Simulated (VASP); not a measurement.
GaAs: elastic constants with LDA

Crystal: GaAs.

```xyz
2
Lattice="0.0000 2.7891 2.7891 2.7891 0.0000 2.7891 2.7891 2.7891 0.0000" Properties=species:S:1:pos:R:3 pbc="T T T"
Ga    0.0000    0.0000    0.0000
As    4.1837    4.1837    4.1837
```

```
Program                   : VASP 6.6.1
Task                      : elastic constants
Functional                : LDA
Potentials or basis       : VASP PAW LDA potentials, release 64 (Ga_d, As)
Cutoff                    : 600 eV
k mesh                    : 8 × 8 × 8
Occupations               : gaussian, width 0.01 eV
Spin                      : no spin polarisation
Dipole correction         : no
Ions in elastic constants : relaxed
Further INCAR settings    : ALGO = Normal; EDIFF = 1e-08; IBRION = 6; POTIM = 0.015; NSW = 1; ISIF = 3
```

```yaml
Elastic_constants_C11_C12_C44: 122, 58, 60 GPa
Voigt_bulk_modulus: 79 GPa
Highest_phonon_frequency_at_Γ_LO-TO_splitting_left_out: 275 cm⁻¹
```

Phonon frequencies in cm⁻¹ (negative: imaginary):
```tsv
q point	frequencies
(0.000, 0.000, 0.000)	0 0 0 275 275 275
```

Elastic tensor in Voigt notation (GPa, in the Cartesian axes of the cell as first typed):
```
122  58  58   0   0   0
 58 122  58   0   0   0
 58  58 122   0   0   0
  0   0   0  60   0   0
  0   0   0   0  60   0
  0   0   0   0   0  60
```

Clamped-ion elastic tensor (GPa):
```
122  58  58   0   0   0
 58 122  58   0   0   0
 58  58 122   0   0   0
  0   0   0  85   0   0
  0   0   0   0  85   0
  0   0   0   0   0  85
```

Wall time 14 min on 1 thread of Intel Xeon 8259CL (shared host), peak memory 0.32 GiB.

Caveat: the cell is under stress, which shifts elastic constants.
